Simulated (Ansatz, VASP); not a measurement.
Two plane-wave programs on MgI2

INCAR

```
SYSTEM = MgI2
ALGO = Normal
EDIFF = 1E-6
ENCUT = 520
GGA = PE
ISIF = 2
ISMEAR = 0
IVDW = 12
LASPH = .TRUE.
LCHARG = .FALSE.
LREAL = .FALSE.
LWAVE = .FALSE.
NBANDS = 15
NELM = 100
PREC = Accurate
SIGMA = 0.05
```

File KPOINTS:

```
k-points
0
G
  6 6 4
  0 0 0
```

Contents of POSCAR:

```
MgI2
1.0
    4.3198481262      0.0000000000      0.0000000000
   -2.1599240631      3.7410982178      0.0000000000
    0.0000000000      0.0000000000      7.4109600000
Mg I
1 2
Direct
    0.0000000000      0.0000000000      0.0000000000
    0.3333333333      0.6666666667      0.7576300000
    0.6666666667      0.3333333333      0.2423700000
```

Input for Ansatz:

```yaml
crystal:
  lattice:
    - [4.3198481262, 0.0, 0.0]
    - [-2.1599240631, 3.7410982178, 0.0]
    - [0.0, 0.0, 7.41096]
  atoms:
    - { symbol: Mg, position: [0.0, 0.0, 0.0] }
    - { symbol: I, position: [0.3333333333, 0.6666666667, 0.75763] }
    - { symbol: I, position: [0.6666666667, 0.3333333333, 0.24237] }
basis:
  ecutwfc: 420
kpoints:
  mp_grid: { grid: [6, 6, 4] }
hamiltonian:
  xc: pbe
  dispersion: d3bj
scf:
  occupations: { method: gaussian, width: 0.05 }
output:
  forces: true
  stress: true
  eigenvalues: true
```

Change from the starting cell: strain +0.040 along x and y, +0.080 along z, atoms carried along.

Alike in both runs: task single point; functional PBE; dispersion D3(BJ); k mesh 6 × 6 × 4; occupations gaussian, width 0.05 eV; no spin polarisation.

|  | VASP | Ansatz |
| --- | --- | --- |
| version | VASP 6.6.1 | Ansatz 0.2.0 |
| potentials or method | VASP PAW PBE potentials, release 64 (Mg, I), cutoff 520 eV | scalar-relativistic, plane waves, PAW |
| valence electrons in the cell | 16 | 44 |

|  | VASP | Ansatz | Ansatz less VASP |
| --- | --- | --- | --- |
| gap on the k mesh at the Fermi level (eV) | 3.15 | 3.17 | +0.017 |
| least direct gap on the mesh (eV) | 3.15 | 3.17 | +0.017 |
| pressure (GPa) | -3.6 | -3.6 | +0.05 |
| traceless stress, the component that is largest in VASP (GPa) | -0.34 | -0.34 | -0.004 |
| rms of the force components (eV/Å) | 0.321 | 0.317 | -0.0044 |

Atom by atom the forces differ by 0.004 eV/Å (rms over components). VASP's potentials hold 16 valence electrons a cell and Ansatz's 44, so a difference there can come from the potentials and not from the codes.

Spin-orbit coupling is off throughout.
